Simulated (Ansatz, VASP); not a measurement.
CoW3: VASP beside Ansatz

The input INCAR:

```
PREC = Accurate
ENCUT = 600
EDIFF = 1E-6
ISMEAR = -1
SIGMA = 0.05
LREAL = False
LASPH = True
NELM = 200
ALGO = Normal
ISIF = 2
LWAVE = False
LCHARG = False
ISPIN = 2
MAGMOM = 0 0 0 0
LORBIT = 11
NUPDOWN = 0.0
LMAXMIX = 4
GGA = PS
NBANDS = 38
GGA_COMPAT = False
```

File KPOINTS:

```
Automatic mesh
0
Gamma
  6 6 6
```

File POSCAR:

```
CoW3
1.0
    3.9073510000      0.0000000000      0.0000000000
    0.0000000000      3.9073510000      0.0000000000
    0.0000000000      0.0000000000      3.9073510000
W Co
3 1
Direct
    0.5000000000      0.5000000000      0.0000000000
    0.5000000000      0.0000000000      0.5000000000
    0.0000000000      0.5000000000      0.5000000000
    0.0000000000      0.0000000000      0.0000000000
```

The input input.yaml:

```yaml
crystal:
  lattice:
    - [3.907351, 0.0, 0.0]
    - [0.0, 3.907351, 0.0]
    - [0.0, 0.0, 3.907351]
  atoms:
    - { symbol: W, position: [0.5, 0.5, 0.0] }
    - { symbol: W, position: [0.5, 0.0, 0.5] }
    - { symbol: W, position: [0.0, 0.5, 0.5] }
    - { symbol: Co, position: [0.0, 0.0, 0.0] }
hamiltonian:
  xc: pbesol
  pseudopotentials: { kind: paw }
magnetization:
  spin_polarized: true
  initial_magnetization: 0.0
  spin_locking: { lock_magnetization: hard }
kpoints:
  mp_grid: { grid: [6, 6, 6] }
scf:
  occupations: { method: fermi_dirac, width: 0.05 }
  lower_state_search: "off"
output:
  forces: true
  stress: true
  eigenvalues: true
```

Alike in both runs: task single point; functional PBEsol; k mesh 6 × 6 × 6; occupations fermi-dirac, width 0.05 eV; collinear spin; fixed moment 0 μB.

```csv
,VASP,Ansatz
version,VASP 6.6.1,Ansatz 0.2.0
potentials or method,"VASP PAW PBE potentials, release 64 (W_sv, Co)",Ansatz PAW
plane-wave cutoff (eV),600,420
valence electrons in the cell,51,59
```

VASP gave:

* pressure (GPa): -9.9

Question: What did Ansatz give for the same quantities?

Answer: Pressure (GPa): -10.5.

VASP's potentials were made for PBE, not for PBEsol. The functional is the same, so the differences come from potentials, cutoffs and numerics. VASP's potentials hold 51 valence electrons a cell and Ansatz's 59, so a difference there can come from the potentials and not from the codes.

Spin-orbit coupling is off throughout.
